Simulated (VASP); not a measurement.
Here is a VASP 6.6.1 calculation.

INCAR

```
PREC = Accurate ; ENCUT = 520
EDIFF = 1E-6 ; ISMEAR = 0
SIGMA = 0.15 ; LREAL = False
LASPH = True ; NELM = 80
ALGO = Fast ; ISIF = 2
LWAVE = False ; LCHARG = False
GGA = PE ; NBANDS = 11
```

Contents of KPOINTS:

```
regular mesh
0
Gamma
  24 24 24
```

File POSCAR:

```
Pd
1.0
    0.0000000000      1.9135251587      2.0092014167
    1.9135251587      0.0000000000      2.0092014167
    1.9135251587      1.9135251587      0.0000000000
Pd
1
Direct
    0.0000000000      0.0000000000      0.0000000000
```

Potentials or basis: VASP PAW PBE potentials, release 64 (Pd).

The run is started by

```console
$ cat potpaw_PBE.64/Pd/POTCAR > POTCAR
$ mpirun -np 1 vasp_std > vasp.out
```

Question: What does it give for the pressure?

Answer: 7.6 GPa.

Question: Estimate the band gap on the k mesh.

Answer: Zero (band 5 reaches 10.30 eV, above the bottom of band 6 at 8.55 eV).

Stress tensor (GPa, compression positive):
```
8.68 0.00 0.00
0.00 8.68 0.00
0.00 0.00 5.34
```
